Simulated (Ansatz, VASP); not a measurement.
Two plane-wave programs on Ce

Contents of INCAR:

```
SYSTEM = Ce
PREC = Accurate ; ENCUT = 500
EDIFF = 1E-6 ; ISMEAR = 1
SIGMA = 0.1 ; LREAL = .FALSE.
LASPH = .TRUE. ; NELM = 200
ALGO = Normal ; ISIF = 2
LWAVE = .FALSE. ; LCHARG = .FALSE.
GGA = PE ; NBANDS = 12
GGA_COMPAT = .FALSE. ; LMAXMIX = 6
```

Contents of KPOINTS:

```
regular mesh
0
G
  11 11 11
  0 0 0
```

File POSCAR:

```
Ce
1.0
    0.0000000000      2.3774557595      2.3774557595
    2.3774557595      0.0000000000      2.3774557595
    2.3774557595      2.3774557595      0.0000000000
Ce
1
Direct
    0.0000000000      0.0000000000      0.0000000000
```

Input for Ansatz:

```yaml
crystal:
  lattice:
    - [0.0, 2.3774557595, 2.3774557595]
    - [2.3774557595, 0.0, 2.3774557595]
    - [2.3774557595, 2.3774557595, 0.0]
  atoms:
    - { symbol: Ce, position: [0.0, 0.0, 0.0] }
hamiltonian:
  xc: pbe
  pseudopotentials:
    kind: paw
    azcp:
      Ce: "pseudopotentials/Ce.paw.azcp"
basis:
  ecutwfc: 420
  fft_grid_basis: typed
kpoints:
  mp_grid: { grid: [11, 11, 11], shift: [0, 0, 0] }
magnetization:
  spin_polarized: false
scf:
  occupations: { method: cold, width: 0.1 }
  lower_state_search: "off"
output:
  stress: true
```

Alike in both runs: task single point; functional PBE; k mesh 11 × 11 × 11; no spin polarisation.

```csv
,VASP,Ansatz
version,VASP 6.6.1,Ansatz 0.2.0
potentials or method,"VASP PAW PBE potentials, release 64 (Ce), cutoff 500 eV","plane waves (420 eV) with PAW, scalar-relativistic"
occupations,"methfessel-paxton of order 1, width 0.1 eV","cold, width 0.1 eV"
valence electrons in the cell,12,12
```

Ansatz gave:

| Item | Value |
| --- | --- |
| pressure (GPa) | -0.5 |

Task: Estimate VASP's values.

Result: Pressure (GPa): -0.8.

Spin-orbit coupling is off throughout.
